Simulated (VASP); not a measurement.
Wanted: the native input for a VASP 6.6.1 run.

```
Task                   : single point
Functional             : PBE
Potentials or basis    : VASP PAW PBE potentials, release 64 (Zn, S)
Cutoff                 : 500 eV
k mesh                 : 8 × 8 × 8
Occupations            : gaussian, width 0.02 eV
Spin                   : no spin polarisation
Dipole correction      : no
Further INCAR settings : ALGO = Normal; EDIFF = 1e-06; NBANDS = 16
```

The structure of ZnS lies in POSCAR:

```
ZnS
1.0
    0.0000000000      2.7218243422      2.7218243422
    2.7218243422      0.0000000000      2.7218243422
    2.7218243422      2.7218243422      0.0000000000
Zn S
1 1
Direct
    0.0000000000      0.0000000000      0.0000000000
    0.2500000000      0.2500000000      0.2500000000
```

These files were run (other wordings do the same):

INCAR

```
PREC = Accurate
ENCUT = 500
EDIFF = 1E-6
ISMEAR = 0
SIGMA = 0.02
LREAL = False
LASPH = True
NELM = 120
ALGO = Normal
ISIF = 2
LWAVE = False
LCHARG = False
GGA = PE
NBANDS = 16
GGA_COMPAT = False
```

KPOINTS

```
regular mesh
0
Gamma
  8 8 8
```

Potentials or basis: VASP PAW PBE potentials, release 64 (Zn, S).

Run with:

```bash
$ cat potpaw_PBE.64/Zn/POTCAR potpaw_PBE.64/S/POTCAR > POTCAR
$ mpirun -np 1 vasp_std > vasp.out
```

Results of the run:

| Quantity | Value |
| --- | --- |
| Pressure | 0.1 GPa |
| Band gap on the k mesh | 2.02 eV |

Wall time 18 s on 1 thread of AMD EPYC 7R43 64-Core Processor (Zen 3), on a shared host, peak memory 0.12 GiB.
